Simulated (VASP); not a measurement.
Set up this calculation in VASP 6.6.1, as the native input.

| Property | Result |
| --- | --- |
| Task | single point |
| Functional | PBEsol |
| Potentials or basis | VASP PAW PBE potentials, release 64 (As) |
| Cutoff | 520 eV |
| k mesh | 9 × 9 × 13 |
| Occupations | fermi-dirac, width 0.1 eV |
| Spin | no spin polarisation |
| Dipole correction | no |
| Further INCAR settings | ALGO = Normal; EDIFF = 1e-06; NBANDS = 14 |

The structure of As lies in POSCAR:

```
As
1.0
    4.5780492103      0.0000000000      0.0000000000
   -2.2890246052      3.9647069159      0.0000000000
    0.0000000000      0.0000000000      2.6659762430
As
3
Direct
    1.0000000000      0.0000000000      0.0000000000
    0.3333333333      0.6666666667      0.5000000000
    0.6666666667      0.3333333333      0.5000000000
```

This cell differs from its parent crystal: volume scaled by 0.88.

These files were run (other wordings do the same):

INCAR

```
  PREC = Accurate
  ENCUT = 520
  EDIFF = 1E-6
  ISMEAR = -1
  SIGMA = 0.1
  LREAL = F
  LASPH = T
  NELM = 60
  ALGO = Normal
  ISIF = 2
  LWAVE = F
  LCHARG = F
  GGA = PS
  NBANDS = 14
```

KPOINTS

```
regular mesh
0
Gamma
  9 9 13
```

Potentials or basis: VASP PAW PBE potentials, release 64 (As).

Command:

```bash
$ cat potpaw_PBE.64/As/POTCAR > POTCAR
$ mpirun -np 1 vasp_std > vasp.out
```

It gave:

```
Pressure : 16.3 GPa
```

Caveat: the PAW data sets were made with another functional, which shifts forces and pressure a little.

Run time: 12 s on 1 thread of Intel(R) Xeon(R) 6975P-C (Granite Rapids) (shared host), peak memory 0.18 GiB.
